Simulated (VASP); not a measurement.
# SrLi3Y3Al9 in VASP: further runs, part 2 of 3

VASP 6.6.1. The steps go on from the part before.

## (4) Single point, PBE

Contents of INCAR:

```
SYSTEM = SrLi3Y3Al9
ALGO = Normal
EDIFF = 1E-6
ENCUT = 650
GGA = PE
GGA_COMPAT = .FALSE.
ISIF = 2
ISMEAR = -1
ISYM = -1
LASPH = .TRUE.
LCHARG = .FALSE.
LREAL = Auto
LWAVE = .FALSE.
NBANDS = 54
NELM = 120
PREC = Accurate
SIGMA = 0.1267
```

Contents of KPOINTS:

```
explicit points
1
Reciprocal
  0.25000000   0.25000000   0.25000000 1
```

Contents of POSCAR:

```
SrLi3Y3Al9
1.0
    7.2183580000      0.0114960000      0.0489650000
    0.0114960000      7.1617070000      0.0039830000
    0.0489650000      0.0039830000      7.5063760000
Al Y Li Sr
9 3 3 1
Direct
    0.5236822266      0.7453740703      0.1255466120
    0.9710675315      0.5555507946      0.7101665197
    1.0300581866      0.3973470488      0.0954834354
    0.3859936905      0.0485671068      0.5511493664
    0.5698201382      0.0716495116      0.9059851754
    0.6221651714      0.5240180531      0.5816796972
    0.4207357779      0.6637593752      0.7820883099
    0.7595525581      0.8586013771      0.6552074796
    0.7113307720      0.5102397415      0.9477813800
    0.4094536635      0.3358737264      0.2037918586
    0.1632371999      0.7256193312      0.3884965193
    0.9426345952      0.2394117880      0.4713519973
    0.6855937808      0.9222830725      0.3257037014
    0.2855602274      0.3327223747      0.7883604965
    0.8002278692      0.5596910920      0.2651189592
    0.0801168556      0.8991000231     -0.0160563549
```

Started as:

```console
> cat potpaw_PBE.64/Al/POTCAR potpaw_PBE.64/Y_sv/POTCAR potpaw_PBE.64/Li_sv/POTCAR potpaw_PBE.64/Sr_sv/POTCAR > POTCAR
> mpirun -np 1 vasp_std > vasp.out
```

Wall time 45 s (1 thread of Intel Xeon Platinum 8488C (Sapphire Rapids), shared host); peak memory 0.5 GiB.

The run converged. Its results:

* Free energy: -58.7719 eV
* Pressure: -0.5 GPa
* Largest force: 2.909 eV/Å
* Band gap on the k mesh: zero (an odd number of electrons rules out a gap without spin polarisation)

Forces on the atoms (eV/Å):
```
Al  -1.319  0.257 -0.665
Al   0.474 -0.222  0.375
Al   0.231 -0.288 -0.974
Al   0.375  0.028  0.623
Al  -0.022 -0.411  0.033
Al   0.929 -1.601 -2.194
Al  -1.571  2.248  0.968
Al   0.106  0.710 -0.080
Al   0.402 -0.744 -0.541
Y    0.604 -0.604  0.359
Y    0.486 -0.042  1.606
Y    0.136 -0.934  0.145
Li   0.367  0.627  0.325
Li  -0.153 -0.361 -0.186
Li  -0.752  0.662  0.607
Sr  -0.295  0.677 -0.399
```

Stress tensor (GPa, compression positive):
```
-1.48 -2.41 -1.05
-2.41 -1.35  1.62
-1.05  1.62  1.39
```

Levels at points of the mesh, in eV from the Fermi level:
```
           k point  band 36  band 37  band 38  band 39  band 40  band 41  band 42  band 43
(0.25, 0.25, 0.25)    -0.70    -0.57    -0.51    -0.30     0.03     0.28     0.35     0.52
```

Caveat: the atoms stand as in a frame of molecular dynamics.

## (5) Single point, PBE

Contents of INCAR:

```
SYSTEM = SrLi3Y3Al9
ALGO = Normal ; EDIFF = 1E-6
ENCUT = 650 ; GGA = PE
GGA_COMPAT = .False. ; ISIF = 2
ISMEAR = -1 ; ISYM = -1
LASPH = .True. ; LCHARG = .False.
LREAL = Auto ; LWAVE = .False.
NBANDS = 54 ; NELM = 120
PREC = Accurate ; SIGMA = 0.0913
```

KPOINTS is that of step 4.

Contents of POSCAR:

```
SrLi3Y3Al9
1.0
    7.2183580000      0.0114960000      0.0489650000
    0.0114960000      7.1617070000      0.0039830000
    0.0489650000      0.0039830000      7.5063760000
Al Y Li Sr
9 3 3 1
Direct
    0.4236356109      0.7149916601      0.1263137992
    0.9193152110      0.5480347378      0.7540382880
    0.0048537073      0.3424942779      0.0149471840
    0.4124312076      0.0605877608      0.6138338907
    0.5713275613      0.0299920802      0.9170292679
    0.5790445441      0.4558258020      0.5110386863
    0.4473249801      0.7176107367      0.7415806894
    0.7680142516      0.8955160497      0.6382994060
    0.6200953321      0.4079212518      0.9201355330
    0.3416137601      0.2927319902      0.1878144568
    0.1652706436      0.6935355257      0.4453475513
    0.9587312607      0.2383189902      0.4483165377
    0.7788022268      0.9948788657      0.2909749454
    0.2952434785      0.4055171564      0.7674675807
    0.7932123055      0.5568678138      0.2048985229
    0.0649013566      0.8925243046      0.9651856210
```

Potentials or basis: VASP PAW PBE potentials, release 64 (Al, Y_sv, Li_sv, Sr_sv).

Started as:

```console
> cat potpaw_PBE.64/Al/POTCAR potpaw_PBE.64/Y_sv/POTCAR potpaw_PBE.64/Li_sv/POTCAR potpaw_PBE.64/Sr_sv/POTCAR > POTCAR
> mpirun -np 1 vasp_std > vasp.out
```

OUTCAR:

```text
SYSTEM = SrLi3Y3Al9
   EDIFF = 1E-6
   ENCUT = 650
   GGA = PE
   ISIF = 2
   ISMEAR = -1
   ISYM = -1
   LASPH = .True.
   LREAL = Auto
   NELM = 120
   PREC = Accurate

 ion  position               nearest neighbor table
   1  0.424  0.715  0.126-   7 2.89   5 2.94  15 2.96  11 3.02   9 3.03  10 3.12  16 3.14
   2  0.919  0.548  0.754-   3 2.53   9 2.68   8 2.85  14 2.90  11 3.08  16 3.13   6 3.15  12 3.20

[... 226 lines left out ...]
  Total       -4.1841320     -5.9421306      0.8500220     -0.8324550     -2.4297612     -0.5370248
  in kB      -17.2763157    -24.5351065      3.5097479     -3.4372137    -10.0325043     -2.2173797
  external PRESSURE =     -12.7672248 kB  Pullay stress =       0.0000000 kB

 VOLUME and BASIS-vectors are now :
 -----------------------------------------------------------------------------
  energy-cutoff  :      650.00
  volume of cell :      388.03
      direct lattice vectors                 reciprocal lattice vectors
     7.218358000  0.011496000  0.048965000     0.138542144 -0.000221886 -0.000903609
     0.011496000  7.161707000  0.003983000    -0.000221886  0.139631912 -0.000072643
     0.048965000  0.003983000  7.506376000    -0.000903609 -0.000072643  0.133226011

 POSITION                                       TOTAL-FORCE (eV/Angst)
 -----------------------------------------------------------------------------------
      3.07236      5.12593      0.97175         1.098431     -0.062302     -0.537734
      6.67917      3.93844      5.70729        -0.539636     -0.125419     -1.423591
      0.03971      2.45296      0.11380        -0.631203     -0.350385      0.211188
      3.00783      0.44110      4.62810        -0.180876      0.388032     -1.341848
      4.16929      0.22501      6.91166         0.161107     -0.377345      0.969790
      4.21001      3.27318      3.86622        -0.032877     -0.288310     -0.056338
[... 8 lines left out ...]
      5.74212      3.99806      1.57910        -0.278538      0.384067      0.361224
      0.52600      6.39659      7.25178         0.206665      0.308896     -0.014343
 -----------------------------------------------------------------------------------
    total drift:                                0.013218     -0.010119     -0.019317

  FREE ENERGIE OF THE ION-ELECTRON SYSTEM (eV)
  ---------------------------------------------------
  free  energy   TOTEN  =       -59.4625026834 eV

  energy  without entropy=      -59.1980046217  energy(sigma->0) =      -59.33025365
```

OSZICAR:

```text
N       E                     dE             d eps       ncg     rms          rms(c)
DAV:   1     0.429169411194E+03    0.42917E+03   -0.36729E+04   108   0.153E+03
DAV:   2    -0.137606138759E+02   -0.44293E+03   -0.41946E+03   124   0.336E+02
DAV:   3    -0.544243415996E+02   -0.40664E+02   -0.39532E+02   144   0.699E+01
DAV:   4    -0.618193304300E+02   -0.73950E+01   -0.72636E+01   184   0.264E+01
DAV:   5    -0.625448634745E+02   -0.72553E+00   -0.72501E+00   160   0.657E+00    0.387E+01
DAV:   6    -0.597893172769E+02    0.27555E+01   -0.90966E+00   128   0.746E+00    0.296E+01
DAV:   7    -0.594947273414E+02    0.29459E+00   -0.37525E+00   144   0.531E+00    0.127E+01
DAV:   8    -0.594841142624E+02    0.10613E-01   -0.85970E-01   144   0.267E+00    0.202E+00
DAV:   9    -0.594639072852E+02    0.20207E-01   -0.18709E-01   136   0.136E+00    0.126E+00
DAV:  10    -0.594630456964E+02    0.86159E-03   -0.22182E-02   136   0.528E-01    0.445E-01
DAV:  11    -0.594625700426E+02    0.47565E-03   -0.30870E-03   160   0.188E-01    0.208E-01
DAV:  12    -0.594625052243E+02    0.64818E-04   -0.47426E-04   136   0.895E-02    0.487E-02
DAV:  13    -0.594625038097E+02    0.14146E-05   -0.76044E-05   160   0.257E-02    0.283E-02
DAV:  14    -0.594625021493E+02    0.16604E-05   -0.79506E-06   144   0.106E-02    0.105E-02
DAV:  15    -0.594625026834E+02   -0.53415E-06   -0.22565E-06    96   0.520E-03
   1 F= -.59462503E+02 E0= -.59330254E+02  d E =-.264498E+00
```

stdout:

```text
POSCAR found type information on POSCAR AlY LiSr
 POSCAR found :  4 types and      16 ions
 scaLAPACK will be used
 LDA part: xc-table for (Slater+PW92), standard interpolation
 POSCAR, INCAR and KPOINTS ok, starting setup
 FFT: planning ... GRIDC
 FFT: planning ... GRID_SOFT
 FFT: planning ... GRID
 WAVECAR not read
 entering main loop
```

It took 46 s on 1 thread of Intel Xeon Platinum 8488C (Sapphire Rapids), shared host; peak memory 0.52 GiB.

What came out:

```
Free energy            : -59.4625 eV
Pressure               : -1.3 GPa
Largest force          : 1.744 eV/Å
Band gap on the k mesh : zero (an odd number of electrons rules out a gap without spin polarisation)
```

Forces on the atoms (eV/Å):
```
Al   1.098 -0.062 -0.538
Al  -0.540 -0.125 -1.424
Al  -0.631 -0.350  0.211
Al  -0.181  0.388 -1.342
Al   0.161 -0.377  0.970
Al  -0.033 -0.288 -0.056
Al   0.250  0.601  0.390
Al   0.290 -0.335 -0.505
Al   0.683  0.208 -0.128
Y    1.020 -0.234  1.395
Y   -0.480  0.454  0.228
Y    0.540  0.864  1.382
Li  -1.233 -0.889 -0.790
Li  -0.873 -0.546 -0.140
Li  -0.279  0.384  0.361
Sr   0.207  0.309 -0.014
```

Stress tensor (GPa, compression positive):
```
-1.73 -0.34 -0.22
-0.34 -2.45 -1.00
-0.22 -1.00  0.35
```

Caveat: the atoms stand as in a frame of molecular dynamics.

(Part 2 of 3 ends here.)
